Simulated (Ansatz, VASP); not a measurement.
**One calculation of MgSe, two programs**

Contents of INCAR:

```
ALGO     = Normal         # electronic algorithm
EDIFF    = 1E-6           # SCF threshold, eV
ENCUT    = 600            # plane-wave cutoff, eV
GGA      = PS             # functional
GGA_COMPAT= F            
ISIF     = 2              # what is computed and relaxed
ISMEAR   = 0              # smearing method
LASPH    = T              # aspherical terms in the spheres
LCHARG   = T              # write CHGCAR
LELF     = T              # ELF
LREAL    = F              # projectors in reciprocal space
LVHAR    = T            
LWAVE    = F              # write WAVECAR
NBANDS   = 11             # bands
NELM     = 120            # most SCF steps
PREC     = Accurate       # precision mode
SIGMA    = 0.05           # smearing width, eV
```

File KPOINTS:

```
k-points
0
Gamma
  8 8 8
```

The input POSCAR:

```
MgSe
1.0
    0.0000000000      2.7936375000      2.7255000000
    2.7936375000      0.0000000000      2.7255000000
    2.7936375000      2.7936375000      0.0000000000
Mg Se
1 1
Direct
    0.0000000000      0.0000000000      0.0000000000
    0.5000000000      0.5000000000      0.5000000000
```

Input for Ansatz:

```yaml
crystal:
  lattice:
    - [0.0, 2.7936375, 2.7255]
    - [2.7936375, 0.0, 2.7255]
    - [2.7936375, 2.7936375, 0.0]
  atoms:
    - { symbol: Mg, position: [0.0, 0.0, 0.0] }
    - { symbol: Se, position: [0.5, 0.5, 0.5] }
basis:
  ecutwfc: 420
kpoints:
  mp_grid: { grid: [8, 8, 8] }
hamiltonian:
  xc: pbesol
scf:
  occupations: { method: gaussian, width: 0.05 }
output:
  forces: true
  stress: true
  eigenvalues: true
```

Change from the starting cell: strain +0.025 along x and y, +0.000 along z, atoms carried along.

Alike in both runs: task single point; functional PBEsol; k mesh 8 × 8 × 8; occupations gaussian, width 0.05 eV; no spin polarisation.

|  | VASP | Ansatz |
| --- | --- | --- |
| version | VASP 6.6.1 | Ansatz 0.2.0 |
| potentials or method | VASP PAW PBE potentials, release 64 (Mg, Se), cutoff 600 eV | scalar-relativistic, plane waves, PAW |
| valence electrons in the cell | 8 | 26 |

Ansatz gave:

| Quantity | Value |
| --- | --- |
| gap on the k mesh at the Fermi level (eV) | 1.59 |
| least direct gap on the mesh (eV) | 2.14 |
| pressure (GPa) | -2.9 |
| traceless stress, the component that is largest in VASP (GPa) | 1.20 |

Problem. Which values does VASP return?

Solution. gap on the k mesh at the Fermi level (eV): 1.58; least direct gap on the mesh (eV): 2.14; pressure (GPa): -2.9; traceless stress, the component that is largest in VASP (GPa): 1.20.

VASP's potentials were made for PBE, not for PBEsol. VASP's potentials hold 8 valence electrons a cell and Ansatz's 26, so a difference there can come from the potentials and not from the codes.
